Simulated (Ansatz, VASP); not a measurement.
**TiC: VASP beside Ansatz**

```
CELL_PARAMETERS angstrom
5.26757 -0.01617 -0.31957
-0.04355 5.34007 -0.08654
-0.29353 -0.07616 5.48871
ATOMIC_POSITIONS crystal
Ti 0.52123 0.34634 0.33797
Ti 0.76385 0.96387 0.73198
Ti 0.23747 0.77735 0.54438
Ti 0.40606 0.37487 0.84141
Ti 0.04069 0.25243 0.44325
Ti 0.36352 0.87780 0.08479
Ti 0.90677 0.57435 0.08167
C 0.77725 0.41208 0.70464
C 0.84353 0.59973 0.51509
C 0.73805 0.98791 0.28492
C 0.10367 0.20443 0.06727
C 0.63044 0.76094 0.39976
C 0.01886 0.29418 0.81997
C 0.99118 0.96261 0.17320
```

Alike in both runs: functional PBE; k mesh 3 × 3 × 3; occupations gaussian, width 0.1 eV; no spin polarisation.

Ansatz relaxed the structure, and its values are those at the end. VASP's run is a single point on that final structure, the one shown.

|  | VASP | Ansatz |
| --- | --- | --- |
| version | VASP 6.6.1 | Ansatz 0.2.0 |
| potentials or method | VASP PAW PBE potentials, release 64 (Ti_sv, C), cutoff 520 eV | scalar-relativistic, plane waves, PAW |
| valence electrons in the cell | 112 | 112 |

```tsv
	VASP	Ansatz	Ansatz less VASP
gap on the k mesh at the Fermi level (eV)	none	none	-
rms of the force components (eV/Å)	0.021	0.016	-0.0053
```

A gap of «none» marks a metal or a gap that the smearing closes.

The k mesh is coarse, so the values compare programs but aren't converged.
